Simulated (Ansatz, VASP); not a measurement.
**One calculation of Al3H, two programs**

```xyz
4
Lattice="4.5661 0.0000 0.0000 -2.2830 3.9543 0.0000 0.0000 0.0000 3.3885" Properties=species:S:1:pos:R:3 pbc="T T T"
Al    0.0000    2.6362    0.0000
Al    2.2830    1.3181    0.0000
Al    0.0000    0.0000    1.6942
H     0.0000    0.0000    0.0000
```

Alike in both runs: functional PBE; k mesh 12 × 12 × 14; occupations gaussian, width 0.1 eV; no spin polarisation.

Ansatz relaxed the structure, and its values are those at the end. VASP's run is a single point on that final structure, the one shown.

|  | VASP | Ansatz |
| --- | --- | --- |
| version | VASP 6.6.1 | Ansatz 0.2.0 |
| potentials or method | VASP PAW PBE potentials, release 64 (Al, H), cutoff 520 eV | scalar-relativistic, plane waves, PAW |
| valence electrons in the cell | 10 | 10 |

```tsv
	VASP	Ansatz	Ansatz less VASP
gap on the k mesh at the Fermi level (eV)	none	none	-
pressure (GPa)	0.0	0.0	+0.06
```

A gap of «none» marks a metal or a gap that the smearing closes. With one functional, cell and mesh, what is left measures potentials, basis and numerics.
